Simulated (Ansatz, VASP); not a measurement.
MgBe2Te3: VASP beside Ansatz

```
CELL_PARAMETERS angstrom
4.73207 0.00000 0.00000
0.00000 4.73207 0.00000
0.00000 0.00000 7.24637
ATOMIC_POSITIONS crystal
Mg 0.50000 0.50000 0.48991
Be 0.50000 0.50000 0.11196
Be 0.00000 0.00000 0.85557
Te 0.50000 0.00000 0.00929
Te 0.00000 0.50000 0.00929
Te 0.00000 0.00000 0.52398
```

Change from the starting cell: species swapped into the Zr2P3S type (P4mm, No. 99).

Alike in both runs: functional PBE; k mesh 4 × 4 × 4; occupations gaussian, width 0.1 eV; no spin polarisation.

Ansatz relaxed the structure, and its values are those at the end. VASP's run is a single point on that final structure, the one shown.

|  | VASP | Ansatz |
| --- | --- | --- |
| version | VASP 6.6.1 | Ansatz 0.2.0 |
| potentials or method | VASP PAW PBE potentials, release 64 (Mg, Be, Te), cutoff 520 eV | scalar-relativistic, plane waves, PAW |
| valence electrons in the cell | 24 | 62 |

|  | VASP | Ansatz | Ansatz less VASP |
| --- | --- | --- | --- |
| gap on the k mesh at the Fermi level (eV) | none | none | - |
| pressure (GPa) | 0.0 | -0.1 | -0.05 |
| rms of the force components (eV/Å) | 0.009 | 0.011 | +0.0012 |

A gap of «none» marks a metal or a gap that the smearing closes. The functional is the same, so the differences come from potentials, cutoffs and numerics. VASP's potentials hold 24 valence electrons a cell and Ansatz's 62, so a difference there can come from the potentials and not from the codes.

Spin-orbit coupling is off throughout.
